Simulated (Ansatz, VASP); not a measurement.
One calculation of Zr, two programs

File INCAR:

```
PREC = Accurate ; ENCUT = 520
EDIFF = 1E-6 ; ISMEAR = -1
SIGMA = 0.05 ; LREAL = False
LASPH = True ; NELM = 150
ALGO = Normal ; ISIF = 2
LWAVE = False ; LCHARG = True
ISPIN = 2 ; MAGMOM = 1 1
LORBIT = 11 ; LMAXMIX = 4
GGA = PE ; LELF = True
LVHAR = True ; NBANDS = 23
```

KPOINTS

```
Automatic mesh
0
Gamma
  15 15 8
```

Contents of POSCAR:

```
Zr
1.0
    3.1321428814      0.0000000000      0.0000000000
   -1.5660714407      2.7125153036      0.0000000000
    0.0000000000      0.0000000000      5.0645965092
Zr
2
Direct
    0.3333333333      0.6666666667      0.2500000000
    0.6666666667      0.3333333333      0.7500000000
```

Input for Ansatz:

```yaml
crystal:
  lattice:
    - [3.1321428814, 0.0, 0.0]
    - [-1.5660714407, 2.7125153036, 0.0]
    - [0.0, 0.0, 5.0645965092]
  atoms:
    - { symbol: Zr, position: [0.3333333333, 0.6666666667, 0.25], spin: 1.0 }
    - { symbol: Zr, position: [0.6666666667, 0.3333333333, 0.75], spin: 1.0 }
kpoints:
  mp_grid: { grid: [15, 15, 8] }
scf:
  occupations: { method: fermi_dirac, width: 0.05 }
  algorithm: direct_min
hamiltonian:
  xc: pbe
  pseudopotentials: { kind: paw }
output:
  forces: true
  stress: true
  eigenvalues: true
  populations: true
  write_density: true
  write_potential: true
  elf: true
  volumetric_format: npy
magnetization:
  spin_polarized: true
```

Alike in both runs: task single point; functional PBE; k mesh 15 × 15 × 8; occupations fermi-dirac, width 0.05 eV; collinear spin.

|  | VASP | Ansatz |
| --- | --- | --- |
| version | VASP 6.6.1 | Ansatz 0.2.0 |
| potentials or method | VASP PAW PBE potentials, release 64 (Zr_sv) | PAW with Ansatz's default frozen-core files, scalar-relativistic |
| plane-wave cutoff (eV) | 520 | 420 |
| valence electrons in the cell | 24 | 24 |

```tsv
	VASP	Ansatz	Ansatz less VASP
gap on the k mesh at the Fermi level (eV)	none	none	-
pressure (GPa)	8.9	8.9	-0.02
net moment per atom (μB)	0.00	0.00	0.000
```

A gap of «none» marks a metal or a gap that the smearing closes. Ansatz's warnings: seeded moment not kept.
